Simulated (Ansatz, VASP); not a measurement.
**C in VASP and in Ansatz**

Contents of INCAR:

```
PREC     = Accurate       # precision mode
ENCUT    = 520            # plane-wave cutoff, eV
EDIFF    = 1E-7           # SCF threshold, eV
ISMEAR   = -1             # smearing method
SIGMA    = 0.05           # smearing width, eV
LREAL    = F              # projectors in reciprocal space
LASPH    = T              # aspherical terms in the spheres
NELM     = 80             # most SCF steps
ALGO     = Normal         # electronic algorithm
ISIF     = 2              # what is computed and relaxed
LWAVE    = F              # write WAVECAR
LCHARG   = T              # write CHGCAR
GGA      = RE             # functional
IVDW     = 12             # dispersion correction
LELF     = T              # ELF
LVHAR    = T            
NBANDS   = 26             # bands
```

KPOINTS

```
regular mesh
0
Gamma
  12 12 4
```

POSCAR

```
C
1.0
    2.5051726443      0.0000000000      0.0000000000
   -1.2525863222      2.1695431509      0.0000000000
    0.0000000000      0.0000000000      8.1818157839
C
8
Direct
    0.6666666667      0.3333333333      0.8437500000
    0.3333333333      0.6666666667      0.3437500000
    0.6666666667      0.3333333333      0.6562500000
    0.3333333333      0.6666666667      0.1562500000
    0.0000000000      0.0000000000      0.9062500000
    0.0000000000      0.0000000000      0.4062500000
    0.0000000000      0.0000000000      0.5937500000
    0.0000000000      0.0000000000      0.0937500000
```

input.yaml

```yaml
crystal:
  lattice:
    - [2.5051726443, 0.0, 0.0]
    - [-1.2525863222, 2.1695431509, 0.0]
    - [0.0, 0.0, 8.1818157839]
  atoms:
    - { symbol: C, position: [0.6666666667, 0.3333333333, 0.84375] }
    - { symbol: C, position: [0.3333333333, 0.6666666667, 0.34375] }
    - { symbol: C, position: [0.6666666667, 0.3333333333, 0.65625] }
    - { symbol: C, position: [0.3333333333, 0.6666666667, 0.15625] }
    - { symbol: C, position: [0.0, 0.0, 0.90625] }
    - { symbol: C, position: [0.0, 0.0, 0.40625] }
    - { symbol: C, position: [0.0, 0.0, 0.59375] }
    - { symbol: C, position: [0.0, 0.0, 0.09375] }
hamiltonian:
  xc: revpbe
  pseudopotentials: { kind: paw }
  dispersion: d3bj
kpoints:
  mp_grid: { grid: [12, 12, 4] }
scf:
  occupations: { method: fermi_dirac, width: 0.05 }
output:
  forces: true
  stress: true
  eigenvalues: true
```

Alike in both runs: task single point; functional revPBE; dispersion D3(BJ); k mesh 12 × 12 × 4; occupations fermi-dirac, width 0.05 eV; no spin polarisation.

```csv
,VASP,Ansatz
version,VASP 6.6.1,Ansatz 0.2.0
potentials or method,"VASP PAW PBE potentials, release 64 (C)",Ansatz PAW
plane-wave cutoff (eV),520,420
valence electrons in the cell,32,32
```

|  | VASP | Ansatz | Ansatz less VASP |
| --- | --- | --- | --- |
| gap on the k mesh at the Fermi level (eV) | 4.45 | 4.46 | +0.011 |
| least direct gap on the mesh (eV) | 5.23 | 5.24 | +0.010 |
| pressure (GPa) | 5.4 | 4.8 | -0.65 |
| traceless stress, the component that is largest in VASP (GPa) | 8.62 | 8.62 | -0.003 |
| rms of the force components (eV/Å) | 0.193 | 0.192 | -0.0002 |

VASP's potentials were made for PBE, not for revPBE. Atom by atom the forces differ by 0.001 eV/Å (rms over components).
